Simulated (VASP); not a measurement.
# SiC (Fm-3m) in VASP: a series of runs, part 2 of 2

VASP 6.6.1.

## Step 3: Single point, PBE0

This run uses another cell than the first one, of 8.02 Å³/atom.

POSCAR

```
SiC
1.0
    0.0000000000      2.0018433848      2.0018433848
    2.0018433848      0.0000000000      2.0018433848
    2.0018433848      2.0018433848      0.0000000000
Si C
1 1
Direct
    0.0000000000      0.0000000000      0.0000000000
    0.5000000000      0.5000000000      0.5000000000
```

INCAR.step1

```
SYSTEM = SiC
  ALGO = Normal
  EDIFF = 1E-5
  ENCUT = 520
  GGA = PE
  ISIF = 2
  ISMEAR = 0
  LASPH = .True.
  LCHARG = .False.
  LREAL = .False.
  LWAVE = .True.
  NBANDS = 11
  NELM = 60
  PREC = Accurate
  SIGMA = 0.05
```

INCAR.step2

```
SYSTEM = SiC
  AEXX = 0.25
  ALGO = Normal
  EDIFF = 1E-6
  ENCUT = 520
  GGA = PE
  ISIF = 2
  ISMEAR = 0
  ISTART = 1
  LASPH = .True.
  LCHARG = .False.
  LHFCALC = .True.
  LREAL = .False.
  LWAVE = .False.
  NBANDS = 11
  NELM = 60
  PREC = Accurate
  PRECFOCK = Normal
  SIGMA = 0.05
```

KPOINTS

```
k-points
0
Gamma
  8 8 8
  0 0 0
```

Potentials or basis: VASP PAW PBE potentials, release 64 (Si, C).

Run with:

```
cat potpaw_PBE.64/Si/POTCAR potpaw_PBE.64/C/POTCAR > POTCAR
cp INCAR.step1 INCAR
mpirun -np 1 vasp_std > vasp.out
cp INCAR.step2 INCAR
mpirun -np 1 vasp_std > vasp.out
```

OUTCAR:

```text
SYSTEM = SiC
   AEXX = 0.25
   EDIFF = 1E-6
   ENCUT = 520
   GGA = PE
   ISIF = 2
   ISMEAR = 0
   ISTART = 1
   LASPH = .True.
   LHFCALC = .True.
   LREAL = .False.
   NELM = 60
   PREC = Accurate
   PRECFOCK = Normal

 ion  position               nearest neighbor table
   1  0.000  0.000  0.000-   2 2.00   2 2.00   2 2.00   2 2.00   2 2.00   2 2.00
   2  0.500  0.500  0.500-   1 2.00   1 2.00   1 2.00   1 2.00   1 2.00   1 2.00

  LATTYP: Found a face centered cubic cell.
 ALAT       =     4.0036867696

  Lattice vectors:

 A1 = (   0.0000000000,   2.0018433848,   2.0018433848)
 A2 = (   2.0018433848,   0.0000000000,   2.0018433848)
 A3 = (   2.0018433848,   2.0018433848,   0.0000000000)

Analysis of symmetry for initial positions (statically):
=====================================================================
 Subroutine PRICEL returns:
 Original cell was already a primitive cell.

 Routine SETGRP: Setting up the symmetry group for a
 face centered cubic supercell.

 Subroutine GETGRP returns: Found 48 space group operations
 (whereof 48 operations were pure point group operations)
 out of a pool of 48 trial point group operations.

The static configuration has the point symmetry O_h .

Analysis of symmetry for dynamics (positions and initial velocities):
=====================================================================
 Subroutine PRICEL returns:
 Original cell was already a primitive cell.

 Routine SETGRP: Setting up the symmetry group for a
 face centered cubic supercell.

 Subroutine GETGRP returns: Found 48 space group operations
 (whereof 48 operations were pure point group operations)
 out of a pool of 48 trial point group operations.

The dynamic configuration has the point symmetry O_h .

 Subroutine INISYM returns: Found 48 space group operations
 (whereof 48 operations are pure point group operations),
 and found     1 'primitive' translations

----------------------------------------------------------------------------------------

                                     Primitive cell

  volume of cell :      16.0443

  direct lattice vectors                    reciprocal lattice vectors
[... 126 lines left out ...]
 non-spin polarized calculation
 Gauss-broadening in eV      SIGMA  =   0.05
  energy-cutoff  :      520.00
  volume of cell :       16.04
 maximum number of plane-waves:       445
 NGX is ok and might be reduce to    24
  NGX = 16; NGY = 16; NGZ = 16

 number of electron       8.0000000 magnetization

 Free energy of the ion-electron system (eV)
  ---------------------------------------------------
  ext. energy  EPLUGINS =         0.00000000
  ---------------------------------------------------
  free energy    TOTEN  =       -16.88778113 eV

  energy without entropy =      -16.88778113  energy(sigma->0) =      -16.88778113

 E-fermi :  12.4077     XC(G=0): -10.0835

 val. band max:       12.1599797467   @ k =  -0.1250   0.1250   0.0000
 cond. band min:      12.7803883812   @ k =   0.5000   0.5000   0.0000
 fundamental gap:      0.6204086345
 Fermi energy:        12.4077200980

 k-point     1 :       0.0000    0.0000    0.0000
  band No.  band energies     occupation
      1      -8.7154      2.00000
      2      12.0883      2.00000
      3      12.0883      2.00000
      4      12.0883      2.00000
      5      22.4076      0.00000
      6      22.9472      0.00000
      7      22.9472      0.00000
      8      22.9472      0.00000
      9      27.7072      0.00000
     10      27.7072      0.00000
     11      27.7072      0.00000
[... 309 lines left out ...]
 k-point    24 :      -0.3750    0.2500    0.1250
  band No.  band energies     occupation
      1      -2.0285      2.00000
      2       0.2494      2.00000
      3       6.7365      2.00000
      4       8.4355      2.00000
      5      17.9926      0.00000
      6      20.4900      0.00000
      7      24.3656      0.00000
      8      27.0612      0.00000
      9      29.3459      0.00000
     10      29.8254      0.00000
     11      33.7737      0.00000

 [... further k-points ...]

------------------------ aborting loop because EDIFF is reached ----------------------------------------

  FORCE on cell =-STRESS in cart. coord.  units (eV):
  Direction    XX          YY          ZZ          XY          YZ          ZX
  --------------------------------------------------------------------------------------
  -------------------------------------------------------------------------------------
  Total       -0.0175565     -0.0175565     -0.0175565     -0.0000000     -0.0000000     -0.0000000
  in kB       -1.7531844     -1.7531844     -1.7531844     -0.0000000     -0.0000000     -0.0000000
  external PRESSURE =      -1.7531844 kB  Pullay stress =       0.0000000 kB

 VOLUME and BASIS-vectors are now :
 -----------------------------------------------------------------------------
  energy-cutoff  :      520.00
  volume of cell :       16.04
      direct lattice vectors                 reciprocal lattice vectors
     0.000000000  2.001843385  2.001843385    -0.249769789  0.249769789  0.249769789
     2.001843385  0.000000000  2.001843385     0.249769789 -0.249769789  0.249769789
     2.001843385  2.001843385  0.000000000     0.249769789  0.249769789 -0.249769789

 POSITION                                       TOTAL-FORCE (eV/Angst)
 -----------------------------------------------------------------------------------
      0.00000      0.00000      0.00000         0.000000     -0.000000     -0.000000
      2.00184      2.00184      2.00184        -0.000000      0.000000      0.000000
 -----------------------------------------------------------------------------------
    total drift:                                0.000000     -0.000000      0.000000

  FREE ENERGIE OF THE ION-ELECTRON SYSTEM (eV)
  ---------------------------------------------------
  free  energy   TOTEN  =       -16.8877811279 eV

  energy  without entropy=      -16.8877811279  energy(sigma->0) =      -16.88778113
```

OUTCAR.step1:

```text
SYSTEM = SiC
   EDIFF = 1E-5
   ENCUT = 520
   GGA = PE
   ISIF = 2
   ISMEAR = 0
[... 559 lines left out ...]
      0.00000      0.00000      0.00000        -0.000000     -0.000000     -0.000000
      2.00184      2.00184      2.00184         0.000000      0.000000      0.000000
 -----------------------------------------------------------------------------------
    total drift:                               -0.000000     -0.000000      0.000000

  FREE ENERGIE OF THE ION-ELECTRON SYSTEM (eV)
  ---------------------------------------------------
  free  energy   TOTEN  =       -13.5488544428 eV

  energy  without entropy=      -13.5478661676  energy(sigma->0) =      -13.54836031
```

Run time: 26 min. Hardware: 1 thread of Oxide Virtual Turin-like, shared host; peak memory 0.11 GiB.

Results:

| Quantity | Value |
| --- | --- |
| Free energy | -16.8878 eV |
| Pressure | -0.2 GPa |
| Band gap on the k mesh | 0.62 eV (least direct gap 5.56 eV) |

Caveat: the PAW data sets were made with another functional, which shifts forces and pressure a little. A k mesh can miss the band edges.
